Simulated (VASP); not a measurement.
# Au (Pm-3m) in VASP: further runs

Au is run at these levels: PBE0, PBEsol-based global hybrid, B3LYP, HSE06; tasks: single point.

All numbers are computed with VASP 6.6.1; they aren't measurements. Logs are shortened: lines on timing, memory, paths and dates and some standing lists are left out, and cuts for length are marked.

## (1) The cell of the first run

Symmetry: Pm-3m, No. 221, cubic system. The conventional cell has a = 2.738 Å, b = 2.738 Å, c = 2.738 Å, α = 90.00°, β = 90.00°, γ = 90.00°. Au (site symmetry m-3m) has 6 Au at 2.74 Å within 3.6 Å.

## (2) Single point, PBE0

POSCAR reads:

```
Au
1.0
    2.7383373913      0.0000000000      0.0000000000
    0.0000000000      2.7383373913      0.0000000000
    0.0000000000      0.0000000000      2.7383373913
Au
1
Direct
    0.5000000000      0.5000000000      0.5000000000
```

INCAR.step1 reads:

```
ALGO = Normal
EDIFF = 1E-5
ENCUT = 520
GGA = PE
ISIF = 2
ISMEAR = -1
LASPH = T
LCHARG = F
LREAL = F
LWAVE = T
NBANDS = 12
NELM = 80
PREC = Accurate
SIGMA = 0.05
```

INCAR.step2 reads:

```
AEXX = 0.25
ALGO = Normal
EDIFF = 1E-7
ENCUT = 520
GGA = PE
ISIF = 2
ISMEAR = -1
ISTART = 1
LASPH = T
LCHARG = F
LHFCALC = T
LREAL = F
LWAVE = F
NBANDS = 12
NELM = 80
PREC = Accurate
PRECFOCK = Normal
SIGMA = 0.05
```

KPOINTS reads:

```
k-points
0
Gamma
  5 5 5
```

Potentials or basis: VASP PAW PBE potentials, release 64 (Au).

Started as:

```console
$ cat potpaw_PBE.64/Au/POTCAR > POTCAR
$ cp INCAR.step1 INCAR
$ mpirun -np 1 vasp_std > vasp.out
$ cp INCAR.step2 INCAR
$ mpirun -np 1 vasp_std > vasp.out
```

OUTCAR:

```text
AEXX = 0.25
   EDIFF = 1E-7
   ENCUT = 520
   GGA = PE
   ISIF = 2
   ISMEAR = -1
   ISTART = 1
   LASPH = T
   LHFCALC = T
   LREAL = F
   NELM = 80
   PREC = Accurate
   PRECFOCK = Normal

 ion  position               nearest neighbor table
   1  0.500  0.500  0.500-

  LATTYP: Found a simple cubic cell.
 ALAT       =     2.7383373913

  Lattice vectors:

 A1 = (   2.7383373913,   0.0000000000,   0.0000000000)
 A2 = (   0.0000000000,   2.7383373913,   0.0000000000)
 A3 = (   0.0000000000,   0.0000000000,   2.7383373913)

Analysis of symmetry for initial positions (statically):
=====================================================================
 Subroutine PRICEL returns:
 Original cell was already a primitive cell.

 Routine SETGRP: Setting up the symmetry group for a
 simple cubic supercell.

 Subroutine GETGRP returns: Found 48 space group operations
[... 9 lines left out ...]

 Routine SETGRP: Setting up the symmetry group for a
 simple cubic supercell.

 Subroutine GETGRP returns: Found 48 space group operations
[... 11 lines left out ...]
                                     Primitive cell

  volume of cell :      20.5334

  direct lattice vectors                    reciprocal lattice vectors
     2.738337391  0.000000000  0.000000000     0.365185095  0.000000000  0.000000000
     0.000000000  2.738337391  0.000000000     0.000000000  0.365185095  0.000000000
     0.000000000  0.000000000  2.738337391     0.000000000  0.000000000  0.365185095

  length of vectors
     2.738337391  2.738337391  2.738337391     0.365185095  0.365185095  0.365185095

  position of ions in fractional coordinates (direct lattice)
     0.500000000  0.500000000  0.500000000

  ion indices of the primitive-cell ions
   primitive index   ion index
                 1           1

----------------------------------------------------------------------------------------

 KPOINTS: k-points

Automatic generation of k-mesh.
 Grid dimensions read from file:
 generate k-points for:    5    5    5

 Generating k-lattice:

  Cartesian coordinates                     Fractional coordinates (reciprocal lattice)
     0.073037019  0.000000000  0.000000000     0.200000000  0.000000000  0.000000000
     0.000000000  0.073037019  0.000000000     0.000000000  0.200000000  0.000000000
[... 52 lines left out ...]
   TEBEG  =    0.0;   TEEND  =   0.0 temperature during run
   PSTRESS=    0.0 pullay stress
   NELECT =      11.0000    total number of electrons
   NUPDOWN=      -1.0000    fix difference up-down
   EMIN   =  10.00;   EMAX   =-10.00  energy-range for DOS
   EFERMI =   0.00;   METHOD = LEGACY
   ISMEAR =    -1;   SIGMA  =   0.05  broadening in eV -4-tet -1-fermi 0-gaus
   EFERMI_NEDOS =   21; number of points for ismear=-14 and -15
   IALGO  =     38    algorithm
   IMIX   =      1    mixing-type and parameters
     AMIX     =   0.40;   BMIX     =  1.00
     AMIX_MAG =   1.60;   BMIX_MAG =  1.00
  volume/ion in A,a.u.               =      20.53       138.57
  Fermi-wavevector in a.u.,A,eV,Ry     =   1.329593  2.512567 24.052623  1.767818
  Thomas-Fermi vector in A             =   2.458744
   LORBIT       =      0    0 simple, 1 ext, 2 COOP (PROOUT), +10 PAW based schemes
   GGA     = PE    functional components
   LHFCALC =     T    Hartree Fock is set to
   PRECFOCK=normal    Normal, Fast or Accurate (Low or Medium for compatibility)
   ENCUT4O =  -1.0   cutoff for four orbital integrals eV
   NKREDX  =     1    reduce k-point grid by
   NKREDY  =     1    reduce k-point grid by
   NKREDZ  =     1    reduce k-point grid by
   AEXX    =    0.2500 exact exchange contribution
   HFSCREEN=    0.0000 screening length (either q_TF or 0.3 A-1)
   HFSCREENC=   0.0000 screening length for correlation (either q_TF or 0.3 A-1)
   ENCUTFOCK=  -1.0 apply spherical cutoff to Coloumb kernel
   IVDW    =     0    specifies the selected vdW correction
   LEPSILON=     F    determine dielectric tensor
   LRPA    =     F    only Hartree local field effects (RPA)
 non-spin polarized calculation
  energy-cutoff  :      520.00
  volume of cell :       20.53
 maximum number of plane-waves:       560
  NGX = 16; NGY = 16; NGZ = 16

 number of electron      10.9999996 magnetization

 Free energy of the ion-electron system (eV)
  ---------------------------------------------------
  ext. energy  EPLUGINS =         0.00000000
  ---------------------------------------------------
  free energy    TOTEN  =        -3.20628673 eV

  energy without entropy =       -3.19595199  energy(sigma->0) =       -3.20111936

 E-fermi :   6.3330     XC(G=0):  -9.0318

 val. band max:        4.8963617248   @ k =   0.4000   0.2000   0.0000
 cond. band min:       6.3936791943   @ k =   0.4000   0.2000   0.2000
 fundamental gap:      1.4973174695
 Fermi energy:         6.3330280623

 k-point     1 :       0.0000    0.0000    0.0000
  band No.  band energies     occupation
      1      -2.9329      2.00000
      2      -1.0728      2.00000
      3      -1.0728      2.00000
      4       3.3510      2.00000
      5       3.3510      2.00000
      6       3.3510      2.00000
      7      21.5227      0.00000
      8      21.5227      0.00000
      9      21.5227      0.00000
     10      26.3252      0.00000
     11      28.8926      0.00000
     12      28.8926      0.00000
[... 121 lines left out ...]
 k-point    10 :       0.4000    0.4000    0.4000
  band No.  band energies     occupation
      1      -0.2496      2.00000
      2      -0.0143      2.00000
      3      -0.0143      2.00000
      4       4.0232      2.00000
      5       4.0232      2.00000
      6      11.7558      0.00000
      7      16.7591      0.00000
      8      16.7591      0.00000
      9      17.8468      0.00000
     10      22.5420      0.00000
     11      24.6637      0.00000
     12      24.6637      0.00000

------------------------ aborting loop because EDIFF is reached ----------------------------------------

  FORCE on cell =-STRESS in cart. coord.  units (eV):
  Direction    XX          YY          ZZ          XY          YZ          ZX
  --------------------------------------------------------------------------------------
  -------------------------------------------------------------------------------------
  Total       -0.0253285     -0.0253285     -0.0253285     -0.0000000     -0.0000000     -0.0000000
  in kB       -1.9763252     -1.9763252     -1.9763252     -0.0000000     -0.0000000     -0.0000000
  external PRESSURE =      -1.9763252 kB  Pullay stress =       0.0000000 kB

 VOLUME and BASIS-vectors are now :
 -----------------------------------------------------------------------------
  energy-cutoff  :      520.00
  volume of cell :       20.53
      direct lattice vectors                 reciprocal lattice vectors
     2.738337391  0.000000000  0.000000000     0.365185095  0.000000000  0.000000000
     0.000000000  2.738337391  0.000000000     0.000000000  0.365185095  0.000000000
     0.000000000  0.000000000  2.738337391     0.000000000  0.000000000  0.365185095

 POSITION                                       TOTAL-FORCE (eV/Angst)
 -----------------------------------------------------------------------------------
      1.36917      1.36917      1.36917         0.000000      0.000000      0.000000
 -----------------------------------------------------------------------------------
    total drift:                               -0.000000     -0.000000      0.000000

  FREE ENERGIE OF THE ION-ELECTRON SYSTEM (eV)
  ---------------------------------------------------
  free  energy   TOTEN  =        -3.2062867250 eV

  energy  without entropy=       -3.1959519899  energy(sigma->0) =       -3.20111936
```

Wall time 3.4 min (1 thread of Intel Xeon Platinum 8375C at 2.90GHz (Ice Lake), shared host); peak memory 0.14 GiB.

Results:

```
Free energy : -3.2063 eV
Pressure    : -0.2 GPa
```

Levels at points of the mesh, in eV from the Fermi level:
```csv
k point,band 4,band 5,band 6,band 7,band 8,band 9
"(0.00, 0.00, 0.00)",-2.98,-2.98,-2.98,15.19,15.19,15.19
```

Caveat: the k points lie up to 0.46 Å⁻¹ apart; the PAW data sets were made with another functional, which shifts forces and pressure a little; spin-orbit coupling is left out, which moves the levels of the heavy elements.

## (3) Single point, PBEsol-based global hybrid

This run uses another cell than the first one, of 20.76 Å³/atom, 1.011 times its volume.

POSCAR reads:

```
Au
1.0
    2.7484100000      0.0000000000      0.0000000000
    0.0000000000      2.7484100000      0.0000000000
    0.0000000000      0.0000000000      2.7484100000
Au
1
Direct
    0.5000000000      0.5000000000      0.5000000000
```

INCAR.step1 reads:

```
  PREC = Accurate
  ENCUT = 520
  EDIFF = 1E-5
  ISMEAR = -1
  SIGMA = 0.05
  LREAL = False
  LASPH = True
  NELM = 80
  ALGO = Normal
  ISIF = 2
  LWAVE = True
  GGA = PE
  NBANDS = 12
```

INCAR.step2 reads:

```
  PREC = Accurate
  ENCUT = 520
  EDIFF = 1E-6
  ISMEAR = -1
  SIGMA = 0.05
  LREAL = False
  LASPH = True
  NELM = 80
  ALGO = Normal
  ISIF = 2
  LWAVE = False
  LCHARG = True
  GGA = PS
  LHFCALC = True
  AEXX = 0.25
  PRECFOCK = Normal
  LELF = True
  LVHAR = True
  ISTART = 1
  NBANDS = 12
```

KPOINTS reads:

```
Automatic mesh
0
Gamma
  5 5 5
```

Potentials or basis: VASP PAW PBE potentials, release 64 (Au).

Started as:

```console
$ cat potpaw_PBE.64/Au/POTCAR > POTCAR
$ cp INCAR.step1 INCAR
$ mpirun -np 1 vasp_std > vasp.out
$ cp INCAR.step2 INCAR
$ mpirun -np 1 vasp_std > vasp.out
```

OUTCAR:

```text
PREC = Accurate
   ENCUT = 520
   EDIFF = 1E-6
   ISMEAR = -1
   LREAL = False
   LASPH = True
   NELM = 80
   ISIF = 2
   GGA = PS
   LHFCALC = True
   AEXX = 0.25
   PRECFOCK = Normal
   ISTART = 1

 ion  position               nearest neighbor table
   1  0.500  0.500  0.500-

  LATTYP: Found a simple cubic cell.
 ALAT       =     2.7484100000

  Lattice vectors:

 A1 = (   2.7484100000,   0.0000000000,   0.0000000000)
 A2 = (   0.0000000000,   2.7484100000,   0.0000000000)
 A3 = (   0.0000000000,   0.0000000000,   2.7484100000)

Analysis of symmetry for initial positions (statically):
=====================================================================
 Subroutine PRICEL returns:
 Original cell was already a primitive cell.

 Routine SETGRP: Setting up the symmetry group for a
 simple cubic supercell.

 Subroutine GETGRP returns: Found 48 space group operations
[... 9 lines left out ...]

 Routine SETGRP: Setting up the symmetry group for a
[... 148 lines left out ...]
 fundamental gap:      1.4789494052
 Fermi energy:         6.0043635323

 k-point     1 :       0.0000    0.0000    0.0000
  band No.  band energies     occupation
      1      -3.1821      2.00000
      2      -1.2996      2.00000
      3      -1.2996      2.00000
      4       3.0706      2.00000
      5       3.0706      2.00000
      6       3.0706      2.00000
      7      21.1184      0.00000
      8      21.1184      0.00000
      9      21.1184      0.00000
     10      25.8698      0.00000
     11      28.4347      0.00000
     12      28.4347      0.00000
[... 121 lines left out ...]
 k-point    10 :       0.4000    0.4000    0.4000
  band No.  band energies     occupation
      1      -0.4769      2.00000
      2      -0.2443      2.00000
      3      -0.2443      2.00000
      4       3.7249      2.00000
      5       3.7249      2.00000
      6      11.3704      0.00000
      7      16.3410      0.00000
      8      16.3410      0.00000
      9      17.5079      0.00000
     10      22.0452      0.00000
     11      24.2297      0.00000
     12      24.2297      0.00000

------------------------ aborting loop because EDIFF is reached ----------------------------------------

  FORCE on cell =-STRESS in cart. coord.  units (eV):
  Direction    XX          YY          ZZ          XY          YZ          ZX
  --------------------------------------------------------------------------------------
  -------------------------------------------------------------------------------------
  Total       -0.7680989     -0.7680989     -0.7680989     -0.0000000      0.0000000     -0.0000000
  in kB      -59.2765840    -59.2765840    -59.2765840     -0.0000000      0.0000000     -0.0000000
  external PRESSURE =     -59.2765840 kB  Pullay stress =       0.0000000 kB

 VOLUME and BASIS-vectors are now :
 -----------------------------------------------------------------------------
  energy-cutoff  :      520.00
  volume of cell :       20.76
      direct lattice vectors                 reciprocal lattice vectors
     2.748410000  0.000000000  0.000000000     0.363846733  0.000000000  0.000000000
     0.000000000  2.748410000  0.000000000     0.000000000  0.363846733  0.000000000
     0.000000000  0.000000000  2.748410000     0.000000000  0.000000000  0.363846733

 POSITION                                       TOTAL-FORCE (eV/Angst)
 -----------------------------------------------------------------------------------
      1.37420      1.37420      1.37420         0.000000      0.000000      0.000000
 -----------------------------------------------------------------------------------
    total drift:                               -0.000000     -0.000000     -0.000000

  FREE ENERGIE OF THE ION-ELECTRON SYSTEM (eV)
  ---------------------------------------------------
  free  energy   TOTEN  =        -3.6378637813 eV

  energy  without entropy=       -3.6275290462  energy(sigma->0) =       -3.63269641
```

Wall time 3.1 min (1 thread of Intel Xeon Platinum 8375C at 2.90GHz (Ice Lake), shared host); peak memory 0.13 GiB.

What came out:

- Free energy: -3.6379 eV
- Pressure: -5.9 GPa

Levels at points of the mesh, in eV from the Fermi level:
```
           k point  band 2  band 3  band 4  band 5  band 6  band 7  band 8  band 9  band 10  band 11
(0.00, 0.00, 0.00)   -7.30   -7.30   -2.93   -2.93   -2.93   15.11   15.11   15.11    19.87    22.43
```

Caveat: the k points lie up to 0.46 Å⁻¹ apart; the PAW data sets were made with another functional, which shifts forces and pressure a little; spin-orbit coupling is left out, which moves the levels of the heavy elements.

## (4) Single point, B3LYP

This run uses another cell than the first one, of 20.76 Å³/atom, 1.011 times its volume.

POSCAR is that of step 3.

INCAR.step1 reads:

```
SYSTEM = Au
PREC = Accurate ; ENCUT = 520
EDIFF = 1E-5 ; ISMEAR = -1
SIGMA = 0.05 ; LREAL = .False.
LASPH = .True. ; NELM = 100
ALGO = Normal ; ISIF = 2
LWAVE = .True. ; GGA = PE
NBANDS = 12
```

INCAR.step2 reads:

```
SYSTEM = Au
PREC = Accurate ; ENCUT = 520
EDIFF = 1E-6 ; ISMEAR = -1
SIGMA = 0.05 ; LREAL = .False.
LASPH = .True. ; NELM = 100
ALGO = Normal ; ISIF = 2
LWAVE = .False. ; LCHARG = .True.
GGA = B3 ; LHFCALC = .True.
AEXX = 0.2 ; AGGAX = 0.72
AGGAC = 0.81 ; ALDAC = 0.19
PRECFOCK = Normal ; LELF = .True.
LVHAR = .True. ; ISTART = 1
NBANDS = 12
```

KPOINTS reads:

```
regular mesh
0
Gamma
  5 5 5
  0 0 0
```

Started as:

```console
$ cat potpaw_PBE.64/Au/POTCAR > POTCAR
$ cp INCAR.step1 INCAR
$ mpirun -np 1 vasp_std > vasp.out
$ cp INCAR.step2 INCAR
$ mpirun -np 1 vasp_std > vasp.out
```

Run time: 3.1 min. Hardware: 1 thread of Intel Xeon Platinum 8375C at 2.90GHz (Ice Lake), shared host; peak memory 0.13 GiB.

It converged, with:

```yaml
Free_energy: -2.6075 eV
Pressure: 5.8 GPa
```

Levels at points of the mesh, in eV from the Fermi level:
```tsv
k point	band 3	band 4	band 5	band 6	band 7	band 8	band 9	band 10
(0.00, 0.00, 0.00)	-7.03	-2.72	-2.72	-2.72	14.85	14.85	14.85	20.10
```

Caveat: the k points lie up to 0.46 Å⁻¹ apart; the PAW data sets were made with another functional, which shifts forces and pressure a little; spin-orbit coupling is left out, which moves the levels of the heavy elements.

## (5) Single point, HSE06

This run uses another cell than the first one, of 20.76 Å³/atom, 1.011 times its volume.

POSCAR is that of step 4.

INCAR.step1 reads:

```
SYSTEM = Au
PREC = Accurate
ENCUT = 520
EDIFF = 1E-5
ISMEAR = -1
SIGMA = 0.05
LREAL = .FALSE.
LASPH = .TRUE.
NELM = 60
ALGO = Normal
ISIF = 2
LWAVE = .TRUE.
LCHARG = .FALSE.
GGA = PE
NBANDS = 12
```

INCAR.step2 reads:

```
SYSTEM = Au
PREC = Accurate
ENCUT = 520
EDIFF = 1E-7
ISMEAR = -1
SIGMA = 0.05
LREAL = .FALSE.
LASPH = .TRUE.
NELM = 60
ALGO = Normal
ISIF = 2
LWAVE = .FALSE.
LCHARG = .FALSE.
GGA = PE
LHFCALC = .TRUE.
HFSCREEN = 0.2079
PRECFOCK = Normal
ISTART = 1
NBANDS = 12
```

KPOINTS reads:

```
Automatic mesh
0
G
  5 5 5
  0 0 0
```

Started as:

```console
$ cat potpaw_PBE.64/Au/POTCAR > POTCAR
$ cp INCAR.step1 INCAR
$ mpirun -np 1 vasp_std > vasp.out
$ cp INCAR.step2 INCAR
$ mpirun -np 1 vasp_std > vasp.out
```

Wall time 3.3 min (1 thread of Intel Xeon Platinum 8375C at 2.90GHz (Ice Lake), shared host); peak memory 0.23 GiB.

Results (log left out):

```
Free energy : -2.9958 eV
Pressure    : -1.3 GPa
```

Levels at points of the mesh, in eV from the Fermi level:
```tsv
k point	band 3	band 4	band 5	band 6	band 7	band 8	band 9	band 10
(0.00, 0.00, 0.00)	-6.75	-2.42	-2.42	-2.42	14.89	14.89	14.89	19.66
```

Caveat: the k points lie up to 0.46 Å⁻¹ apart; the PAW data sets were made with another functional, which shifts forces and pressure a little; spin-orbit coupling is left out, which moves the levels of the heavy elements.

## (6) Single point, HSE06

POSCAR reads:

```
Au
1.0
    2.7369783549      0.0000000000      0.0000000000
    0.0000000000      2.7369783549      0.0000000000
    0.0000000000      0.0000000000      2.7369783549
Au
1
Direct
    0.5000000000      0.5000000000      0.5000000000
```

INCAR.step1 reads:

```
ALGO = Normal
EDIFF = 1E-5
ENCUT = 520
GGA = PE
ISIF = 2
ISMEAR = -1
LASPH = True
LCHARG = False
LREAL = False
LWAVE = True
NBANDS = 12
NELM = 100
PREC = Accurate
SIGMA = 0.05
```

INCAR.step2 reads:

```
ALGO = Normal
EDIFF = 1E-7
ENCUT = 520
GGA = PE
HFSCREEN = 0.2079
ISIF = 2
ISMEAR = -1
ISTART = 1
LASPH = True
LCHARG = False
LHFCALC = True
LREAL = False
LWAVE = False
NBANDS = 12
NELM = 100
PREC = Accurate
PRECFOCK = Normal
SIGMA = 0.05
```

KPOINTS reads:

```
k-points
0
Gamma
  5 5 5
```

Potentials or basis: VASP PAW PBE potentials, release 64 (Au).

Started as:

```console
$ cat potpaw_PBE.64/Au/POTCAR > POTCAR
$ cp INCAR.step1 INCAR
$ mpirun -np 1 vasp_std > vasp.out
$ cp INCAR.step2 INCAR
$ mpirun -np 1 vasp_std > vasp.out
```

Run time: 2.8 min. Hardware: 1 thread of Intel Xeon Platinum 8375C at 2.90GHz (Ice Lake), shared host; peak memory 0.22 GiB.

Results (log left out):

```
Free energy : -2.9965 eV
Pressure    : 0.0 GPa
```

Levels at points of the mesh, in eV from the Fermi level:
```csv
k point,band 2,band 3,band 4,band 5,band 6,band 7,band 8,band 9,band 10,band 11
"(0.00, 0.00, 0.00)",-6.84,-6.84,-2.42,-2.42,-2.42,14.97,14.97,14.97,19.80,22.35
```

Caveat: the k points lie up to 0.46 Å⁻¹ apart; the PAW data sets were made with another functional, which shifts forces and pressure a little; spin-orbit coupling is left out, which moves the levels of the heavy elements.

## (7) Overview

```tsv
level	cell	share of exact exchange	screening parameter	gap on the mesh (eV)	pressure (GPa)
PBE0	a = 2.738 Å, 1 atom	-	-	none	-0.2
PBEsol-based global hybrid	a = 2.748 Å, 1 atom	0.25	-	none	-5.9
B3LYP	a = 2.748 Å, 1 atom	-	-	none	5.8
HSE06	a = 2.748 Å, 1 atom	-	0.2079 1/Å	none	-1.3
HSE06	a = 2.737 Å, 1 atom	-	0.2079 1/Å	none	0.0
```

Alike in all rows: task single point; potentials or basis VASP PAW PBE potentials, release 64 (Au); no spin polarisation; k mesh 5 × 5 × 5; cutoff (eV) 520; smearing fermi-dirac 0.05 eV.

Caveats: all runs use coarse meshes; the PAW data sets were made with another functional, which shifts forces and pressure a little; spin-orbit coupling is left out, which moves the levels of the heavy elements.

Total energies depend on the potentials used, so only differences within one code and one set of settings carry meaning.
